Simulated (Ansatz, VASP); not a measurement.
**One calculation of Si3S2, two programs**

```
CELL_PARAMETERS angstrom
4.25496 0.00000 0.00000
-2.12748 3.68490 0.00000
0.00000 0.00000 5.49039
ATOMIC_POSITIONS crystal
Si 0.00000 0.00000 0.00000
Si 0.33333 0.66667 0.77309
Si 0.66667 0.33333 0.22691
S 0.33333 0.66667 0.35477
S 0.66667 0.33333 0.64523
```

Alike in both runs: functional PBE; k mesh 12 × 12 × 6; occupations gaussian, width 0.1 eV; no spin polarisation.

Ansatz relaxed the structure, and its values are those at the end. VASP's run is a single point on that final structure, the one shown.

|  | VASP | Ansatz |
| --- | --- | --- |
| version | VASP 6.6.1 | Ansatz 0.2.0 |
| potentials or method | VASP PAW PBE potentials, release 64 (Si, S), cutoff 520 eV | scalar-relativistic, plane waves, PAW |
| valence electrons in the cell | 24 | 24 |

Ansatz gave:

```
gap on the k mesh at the Fermi level (eV) : none
pressure (GPa)                            : 0.0
rms of the force components (eV/Å)        : 0.001
```

Estimate VASP's values.

gap on the k mesh at the Fermi level (eV): none; pressure (GPa): -0.1; rms of the force components (eV/Å): 0.011.

A gap of «none» marks a metal or a gap that the smearing closes. With one functional, cell and mesh, what is left measures potentials, basis and numerics.
